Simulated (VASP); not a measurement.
Input of a VASP 6.6.1 run:

Contents of INCAR:

```
  ALGO = Normal
  EDIFF = 1E-7
  ENCUT = 520
  GGA = PE
  ISIF = 2
  ISMEAR = 0
  LASPH = True
  LCHARG = False
  LREAL = False
  LWAVE = False
  NBANDS = 30
  NELM = 100
  PREC = Accurate
  SIGMA = 0.1
```

Contents of KPOINTS:

```
k-points
0
Gamma
  12 12 12
```

File POSCAR:

```
Hf4N
1.0
   -2.2467374140      2.2467374140      4.5996310000
    2.2467374140     -2.2467374140      4.5996310000
    2.2467374140      2.2467374140     -4.5996310000
Hf N
4 1
Direct
    0.0000000000      0.5000000000      0.5000000000
    0.5000000000      0.0000000000      0.5000000000
    0.2413152450      0.2413152450      0.0000000000
    0.7586847550      0.7586847550      0.0000000000
    0.0000000000      0.0000000000      0.0000000000
```

Potentials or basis: VASP PAW PBE potentials, release 64 (Hf_pv, N).

Run with:

```bash
$ cat potpaw_PBE.64/Hf_pv/POTCAR potpaw_PBE.64/N/POTCAR > POTCAR
$ mpirun -np 1 vasp_std > vasp.out
```

(1) Predict the largest force.

(2) Predict the pressure.

Results:

(1) 0.074 eV/Å.

(2) -0.8 GPa.
